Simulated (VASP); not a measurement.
# CdS (Hawleyite) (F-43m) in VASP: a series of runs

Runs on CdS (Hawleyite). Level: PBEsol. Tasks: single point.

Program: VASP 6.6.1. These are calculated values, not measurements. Logs are shortened: lines on timing, memory, paths and dates and some standing lists are left out, and cuts for length are marked.

### 1 The cell of the first run

Symmetry: F-43m, No. 216, cubic system. Conventional cell: a = 5.833 Å, b = 5.833 Å, c = 5.833 Å, α = 90.00°, β = 90.00°, γ = 90.00°. Cd (site symmetry -43m) has 4 S at 2.53 Å within 3.3 Å. Within 3.3 Å of S (site symmetry -43m) lie 4 Cd at 2.53 Å.

### 2 Single point, PBEsol

File INCAR:

```
SYSTEM = CdS
ALGO     = Normal         ! electronic algorithm
EDIFF    = 1E-6           ! SCF threshold, eV
ENCUT    = 520            ! plane-wave cutoff, eV
GGA      = PS             ! functional
ISIF     = 2              ! what is computed and relaxed
ISMEAR   = 0              ! smearing method
LASPH    = .TRUE.         ! aspherical terms in the spheres
LCHARG   = .FALSE.        ! write CHGCAR
LREAL    = .FALSE.        ! projectors in reciprocal space
LWAVE    = .FALSE.        ! write WAVECAR
NBANDS   = 16             ! bands
NELM     = 80             ! most SCF steps
PREC     = Accurate       ! precision mode
SIGMA    = 0.01           ! smearing width, eV
```

File KPOINTS:

```
k-points
0
G
  6 6 6
  0 0 0
```

File POSCAR:

```
CdS
1.0
    4.1245540000      0.0000000000      0.0000000000
    2.0622770000      3.5719685433      0.0000000000
    2.0622770000      1.1906561811      3.3676842389
Cd S
1 1
Direct
    0.0000000000      0.0000000000      0.0000000000
    0.2500000000      0.2500000000      0.2500000000
```

Potentials or basis: VASP PAW PBE potentials, release 64 (Cd, S).

On the command line:

```sh
> cat potpaw_PBE.64/Cd/POTCAR potpaw_PBE.64/S/POTCAR > POTCAR
> mpirun -np 1 vasp_std > vasp.out
```

OUTCAR:

```text
SYSTEM = CdS
   EDIFF = 1E-6
   ENCUT = 520
   GGA = PS
   ISIF = 2
   ISMEAR = 0
   LASPH = .TRUE.
   LREAL = .FALSE.
   NELM = 80
   PREC = Accurate

 ion  position               nearest neighbor table
   1  0.000  0.000  0.000-   2 2.53   2 2.53   2 2.53   2 2.53
   2  0.250  0.250  0.250-   1 2.53   1 2.53   1 2.53   1 2.53

  LATTYP: Found a face centered cubic cell.
 ALAT       =     5.8330002056

  Lattice vectors:

 A1 = (   4.1245540000,   0.0000000000,   0.0000000000)
 A2 = (   2.0622770000,   3.5719685433,   0.0000000000)
 A3 = (   2.0622770000,   1.1906561811,   3.3676842389)

Analysis of symmetry for initial positions (statically):
=====================================================================
 Subroutine PRICEL returns:
 Original cell was already a primitive cell.

 Routine SETGRP: Setting up the symmetry group for a
 face centered cubic supercell.

 Subroutine GETGRP returns: Found 24 space group operations
 (whereof 24 operations were pure point group operations)
 out of a pool of 48 trial point group operations.

The static configuration has the point symmetry T_d .

Analysis of symmetry for dynamics (positions and initial velocities):
=====================================================================
 Subroutine PRICEL returns:
 Original cell was already a primitive cell.

 Routine SETGRP: Setting up the symmetry group for a
 face centered cubic supercell.

 Subroutine GETGRP returns: Found 24 space group operations
 (whereof 24 operations were pure point group operations)
 out of a pool of 48 trial point group operations.

The dynamic configuration has the point symmetry T_d .

 Subroutine INISYM returns: Found 24 space group operations
 (whereof 24 operations are pure point group operations),
 and found     1 'primitive' translations

----------------------------------------------------------------------------------------

                                     Primitive cell

  volume of cell :      49.6153

  direct lattice vectors                    reciprocal lattice vectors
     4.124554000  0.000000000  0.000000000     0.242450456 -0.139978836 -0.098979984
     2.062277000  3.571968543  0.000000000     0.000000000  0.279957673 -0.098979984
     2.062277000  1.190656181  3.367684239     0.000000000  0.000000000  0.296939953

  length of vectors
     4.124554000  4.124554000  4.124554000     0.296939953  0.296939953  0.296939953

  position of ions in fractional coordinates (direct lattice)
     0.000000000  0.000000000  0.000000000
     0.250000000  0.250000000  0.250000000

  ion indices of the primitive-cell ions
   primitive index   ion index
                 1           1
                 2           2

----------------------------------------------------------------------------------------

 KPOINTS: k-points

Automatic generation of k-mesh.
 Grid dimensions read from file:
 generate k-points for:    6    6    6

 Generating k-lattice:

  Cartesian coordinates                     Fractional coordinates (reciprocal lattice)
     0.040408409 -0.023329806 -0.016496664     0.166666667 -0.000000000 -0.000000000
     0.000000000  0.046659612 -0.016496664     0.000000000  0.166666667  0.000000000
     0.000000000  0.000000000  0.049489992     0.000000000  0.000000000  0.166666667

  Length of vectors
     0.049489992  0.049489992  0.049489992

  Shift w.r.t. Gamma in fractional coordinates (k-lattice)
     0.000000000  0.000000000  0.000000000

 Subroutine IBZKPT returns following result:
 ===========================================

 Found     16 irreducible k-points:

 Following reciprocal coordinates:
            Coordinates               Weight
  0.000000  0.000000  0.000000      1.000000
  0.166667  0.000000  0.000000      8.000000
  0.333333  0.000000  0.000000      8.000000
  0.500000  0.000000  0.000000      4.000000
  0.166667  0.166667  0.000000      6.000000
  0.333333  0.166667  0.000000     24.000000
[... 8 lines left out ...]
 -0.333333  0.333333  0.166667     24.000000
 -0.333333  0.500000  0.166667     12.000000
   k-points           NKPTS =     16   k-points in BZ     NKDIM =     16   number of bands    NBANDS=     16
   number of dos      NEDOS =    301   number of ions     NIONS =      2
   total plane-waves  NPLWV =  32768
   dimension x,y,z NGX =    32 NGY =   32 NGZ =   32
   dimension x,y,z NGXF=    64 NGYF=   64 NGZF=   64
   ions per type =               1   1
   NGX,Y,Z   is equivalent  to a cutoff of  12.90, 12.90, 12.90 a.u.
   NGXF,Y,Z  is equivalent  to a cutoff of  25.80, 25.80, 25.80 a.u.
 SYSTEM =  CdS
   PREC   = accura    normal or accurate (medium, high low for compatibility)
   ISTART =      0    job   : 0-new  1-cont  2-samecut
   ICHARG =      2    charge: 1-file 2-atom 10-const
   ISPIN  =      1    spin polarized calculation?
   LNONCOLLINEAR =      F non collinear calculations
   LSORBIT =      F    spin-orbit coupling
   LASPH  =      T    aspherical Exc in radial PAW
   ENCUT  =  520.0 eV  38.22 Ry    6.18 a.u.   7.67  7.67  7.67*2*pi/ulx,y,z
   NELM   =     80;   NELMIN=  2; NELMDL= -5     # of ELM steps
   EDIFF  = 0.1E-05   stopping-criterion for ELM
   LREAL  =      F    real-space projection
   EDIFFG = 0.1E-04   stopping-criterion for IOM
   NSW    =      0    number of steps for IOM
   IBRION =     -1    ionic relax: 0-MD 1-quasi-New 2-CG
   NFREE  =      0    steps in history (QN), initial steepest desc. (CG)
   ISIF   =      2    stress and relaxation
   ISYM   =      2    0-nonsym 1-usesym 2-fastsym
   POTIM  = 0.5000    time-step for ionic-motion
   TEBEG  =    0.0;   TEEND  =   0.0 temperature during run
   PSTRESS=    0.0 pullay stress
   NELECT =      18.0000    total number of electrons
   NUPDOWN=      -1.0000    fix difference up-down
   EMIN   =  10.00;   EMAX   =-10.00  energy-range for DOS
   EFERMI =   0.00;   METHOD = LEGACY
   ISMEAR =     0;   SIGMA  =   0.01  broadening in eV -4-tet -1-fermi 0-gaus
   EFERMI_NEDOS =   21; number of points for ismear=-14 and -15
   IALGO  =     38    algorithm
   IMIX   =      4    mixing-type and parameters
     AMIX     =   0.40;   BMIX     =  1.00
     AMIX_MAG =   1.60;   BMIX_MAG =  1.00
  volume/ion in A,a.u.               =      24.81       167.41
  Fermi-wavevector in a.u.,A,eV,Ry     =   1.167599  2.206442 18.548648  1.363287
  Thomas-Fermi vector in A             =   2.304097
   LORBIT       =      0    0 simple, 1 ext, 2 COOP (PROOUT), +10 PAW based schemes
   GGA     = PS    functional components
   LHFCALC =     F    Hartree Fock is set to
   AEXX    =    0.0000 exact exchange contribution
   IVDW    =     0    specifies the selected vdW correction
   LEPSILON=     F    determine dielectric tensor
   LRPA    =     F    only Hartree local field effects (RPA)
 non-spin polarized calculation
 Gauss-broadening in eV      SIGMA  =   0.01
  energy-cutoff  :      520.00
  volume of cell :       49.62
 maximum number of plane-waves:      1363
 NGX is ok and might be reduce to    32
   NGX = 15   NGY = 15   NGZ = 15

 number of electron      18.0000004 magnetization

 Free energy of the ion-electron system (eV)
  ---------------------------------------------------
  ext. energy  EPLUGINS =         0.00000000
  ---------------------------------------------------
  free energy    TOTEN  =        -6.81095944 eV

  energy without entropy =       -6.81095944  energy(sigma->0) =       -6.81095944

 E-fermi :   1.2630     XC(G=0):  -9.3772

 val. band max:        1.2146099687   @ k =   0.0000   0.0000   0.0000
 cond. band min:       2.2213465080   @ k =   0.0000   0.0000   0.0000
 fundamental gap:      1.0067365393
 Fermi energy:         1.2629893280

 k-point     1 :       0.0000    0.0000    0.0000
  band No.  band energies     occupation
      1     -11.1697      2.00000
      2      -6.5169      2.00000
      3      -6.5169      2.00000
      4      -6.5169      2.00000
      5      -6.0289      2.00000
      6      -6.0289      2.00000
[... 8 lines left out ...]
     15      12.6591      0.00000
     16      12.6591      0.00000

 k-point     2 :       0.1667    0.0000    0.0000
  band No.  band energies     occupation
      1     -11.0605      2.00000
      2      -6.4786      2.00000
      3      -6.4786      2.00000
      4      -6.4193      2.00000
      5      -6.0299      2.00000
      6      -6.0299      2.00000
[... 8 lines left out ...]
     15      11.8281      0.00000
     16      12.8402      0.00000

 k-point     3 :       0.3333    0.0000    0.0000
  band No.  band energies     occupation
      1     -10.8405      2.00000
      2      -6.4164      2.00000
      3      -6.4164      2.00000
      4      -6.0478      2.00000
      5      -6.0123      2.00000
      6      -6.0123      2.00000
[... 8 lines left out ...]
     15      12.2483      0.00000
     16      12.2483      0.00000

 k-point     4 :       0.5000    0.0000    0.0000
  band No.  band energies     occupation
      1     -10.7311      2.00000
      2      -6.3950      2.00000
      3      -6.3950      2.00000
      4      -5.9909      2.00000
      5      -5.9909      2.00000
      6      -5.6478      2.00000
[... 8 lines left out ...]
     15      13.7186      0.00000
     16      13.7186      0.00000

 k-point     5 :       0.1667    0.1667    0.0000
  band No.  band energies     occupation
      1     -11.0246      2.00000
      2      -6.4410      2.00000
      3      -6.4394      2.00000
      4      -6.4394      2.00000
      5      -6.0546      2.00000
      6      -6.0069      2.00000
[... 8 lines left out ...]
     15      12.8384      0.00000
     16      14.4355      0.00000

 k-point     6 :       0.3333    0.1667    0.0000
  band No.  band energies     occupation
      1     -10.8426      2.00000
      2      -6.3999      2.00000
      3      -6.3650      2.00000
      4      -6.2107      2.00000
      5      -6.0080      2.00000
      6      -5.9869      2.00000
[... 8 lines left out ...]
     15      13.0386      0.00000
     16      14.0317      0.00000

 k-point     7 :       0.5000    0.1667    0.0000
  band No.  band energies     occupation
      1     -10.6984      2.00000
      2      -6.3731      2.00000
      3      -6.3359      2.00000
      4      -6.0623      2.00000
      5      -5.9846      2.00000
      6      -5.6313      2.00000
[... 8 lines left out ...]
     15      13.7794      0.00000
     16      13.9500      0.00000

 k-point     8 :      -0.3333    0.1667    0.0000
  band No.  band energies     occupation
      1     -10.7341      2.00000
      2      -6.3735      2.00000
      3      -6.3618      2.00000
      4      -6.0357      2.00000
      5      -6.0274      2.00000
      6      -5.7553      2.00000
[... 8 lines left out ...]
     15      13.1772      0.00000
     16      14.0469      0.00000

 k-point     9 :      -0.1667    0.1667   -0.0000
  band No.  band energies     occupation
      1     -10.9148      2.00000
      2      -6.4331      2.00000
      3      -6.4113      2.00000
      4      -6.2546      2.00000
      5      -6.0493      2.00000
      6      -5.9926      2.00000
[... 8 lines left out ...]
     15      12.4717      0.00000
     16      14.4479      0.00000

 k-point    10 :       0.3333    0.3333    0.0000
  band No.  band energies     occupation
      1     -10.7360      2.00000
      2      -6.2954      2.00000
      3      -6.2638      2.00000
      4      -6.2638      2.00000
      5      -5.9625      2.00000
      6      -5.9258      2.00000
[... 8 lines left out ...]
     15      13.2795      0.00000
     16      16.4841      0.00000

 k-point    11 :       0.5000    0.3333    0.0000
  band No.  band energies     occupation
      1     -10.6308      2.00000
      2      -6.3098      2.00000
      3      -6.2174      2.00000
      4      -6.1676      2.00000
      5      -5.9620      2.00000
      6      -5.6007      2.00000
[... 8 lines left out ...]
     15      13.8999      0.00000
     16      14.8410      0.00000

 k-point    12 :      -0.3333    0.3333   -0.0000
  band No.  band energies     occupation
      1     -10.6310      2.00000
      2      -6.3356      2.00000
      3      -6.2594      2.00000
      4      -6.0823      2.00000
      5      -6.0066      2.00000
      6      -5.4708      2.00000
[... 8 lines left out ...]
     15      12.5200      0.00000
     16      15.8056      0.00000

 k-point    13 :       0.5000    0.5000    0.0000
  band No.  band energies     occupation
      1     -10.5958      2.00000
      2      -6.3057      2.00000
      3      -6.1627      2.00000
      4      -6.1627      2.00000
      5      -5.9402      2.00000
      6      -5.5846      2.00000
[... 8 lines left out ...]
     15      13.5638      0.00000
     16      14.6661      0.00000

 k-point    14 :       0.5000    0.3333    0.1667
  band No.  band energies     occupation
      1     -10.7004      2.00000
      2      -6.3260      2.00000
      3      -6.3182      2.00000
      4      -6.1302      2.00000
      5      -5.9891      2.00000
      6      -5.7411      2.00000
[... 8 lines left out ...]
     15      14.1428      0.00000
     16      14.3982      0.00000

 k-point    15 :      -0.3333    0.3333    0.1667
  band No.  band energies     occupation
      1     -10.6310      2.00000
      2      -6.3228      2.00000
      3      -6.2782      2.00000
      4      -6.0721      2.00000
      5      -6.0110      2.00000
      6      -5.4683      2.00000
[... 8 lines left out ...]
     15      13.5845      0.00000
     16      14.5053      0.00000

 k-point    16 :      -0.3333    0.5000    0.1667
  band No.  band energies     occupation
      1     -10.5971      2.00000
      2      -6.2884      2.00000
      3      -6.2406      2.00000
      4      -6.1096      2.00000
      5      -5.9867      2.00000
      6      -5.4374      2.00000
[... 8 lines left out ...]
     15      14.3925      0.00000
     16      14.4183      0.00000

------------------------ aborting loop because EDIFF is reached ----------------------------------------

  FORCE on cell =-STRESS in cart. coord.  units (eV):
  Direction    XX          YY          ZZ          XY          YZ          ZX
  --------------------------------------------------------------------------------------
  -------------------------------------------------------------------------------------
  Total        0.0378472      0.0378472      0.0378472      0.0000000      0.0000000     -0.0000000
  in kB        1.2221606      1.2221606      1.2221606      0.0000000      0.0000000     -0.0000000
  external PRESSURE =       1.2221606 kB  Pullay stress =       0.0000000 kB

 VOLUME and BASIS-vectors are now :
 -----------------------------------------------------------------------------
  energy-cutoff  :      520.00
  volume of cell :       49.62
      direct lattice vectors                 reciprocal lattice vectors
     4.124554000  0.000000000  0.000000000     0.242450456 -0.139978836 -0.098979984
     2.062277000  3.571968543  0.000000000     0.000000000  0.279957673 -0.098979984
     2.062277000  1.190656181  3.367684239     0.000000000  0.000000000  0.296939953

 POSITION                                       TOTAL-FORCE (eV/Angst)
 -----------------------------------------------------------------------------------
      0.00000      0.00000      0.00000         0.000000      0.000000     -0.000000
      2.06228      1.19066      0.84192        -0.000000     -0.000000      0.000000
 -----------------------------------------------------------------------------------
    total drift:                               -0.000000     -0.000000     -0.000000

  FREE ENERGIE OF THE ION-ELECTRON SYSTEM (eV)
  ---------------------------------------------------
  free  energy   TOTEN  =        -6.8109594437 eV

  energy  without entropy=       -6.8109594437  energy(sigma->0) =       -6.81095944
```

It took 6.2 s on 1 thread of Intel Xeon 6975P-C (Granite Rapids), shared host; peak memory 0.17 GiB.

Results:

- Free energy: -6.8110 eV
- Pressure: 0.1 GPa
- Band gap on the k mesh: 1.01 eV, direct

Caveat: the PAW data sets were made with another functional, which shifts forces and pressure a little. As with any semilocal functional, this PBEsol gap is likely too small.

### 3 Single point, PBEsol, non-collinear spin, zero start, spin-orbit coupling

File INCAR:

```
SYSTEM = CdS
PREC     = Accurate       ! precision mode
ENCUT    = 520            ! plane-wave cutoff, eV
EDIFF    = 1E-7           ! SCF threshold, eV
ISMEAR   = 0              ! smearing method
SIGMA    = 0.01           ! smearing width, eV
LREAL    = .False.        ! projectors in reciprocal space
LASPH    = .True.         ! aspherical terms in the spheres
NELM     = 150            ! most SCF steps
ALGO     = Normal         ! electronic algorithm
ISIF     = 2              ! what is computed and relaxed
LWAVE    = .False.        ! write WAVECAR
LCHARG   = .False.        ! write CHGCAR
MAGMOM   = 0 0 0 0 0 0    ! initial moments
LORBIT   = 11             ! projections on sites
LSORBIT  = .True.         ! spin-orbit coupling
GGA_COMPAT= .False.      
LORBMOM  = .True.       
GGA      = PS             ! functional
NBANDS   = 30             ! bands
```

File KPOINTS:

```
regular mesh
0
Gamma
  6 6 6
  0 0 0
```

POSCAR is that of step 2.

Potentials or basis: VASP PAW PBE potentials, release 64 (Cd, S).

On the command line:

```sh
> cat potpaw_PBE.64/Cd/POTCAR potpaw_PBE.64/S/POTCAR > POTCAR
> mpirun -np 1 vasp_ncl > vasp.out
```

Run time: 33 s. Hardware: 1 thread of Intel Xeon 6975P-C (Granite Rapids), shared host; peak memory 0.32 GiB.

Results (log left out):

```
Free energy                                           : -6.8407 eV
Pressure                                              : 0.1 GPa
Net moment                                            : 0.00 μB per cell
Valence electrons inside the program's atomic spheres : Cd 10.32; S 3.69
```

Moments on the atoms (μB; x, y, z):
```
Cd  0.00 0.00 0.00
S   0.00 0.00 0.00
```

Caveat: the PAW data sets were made with another functional, which shifts forces and pressure a little.
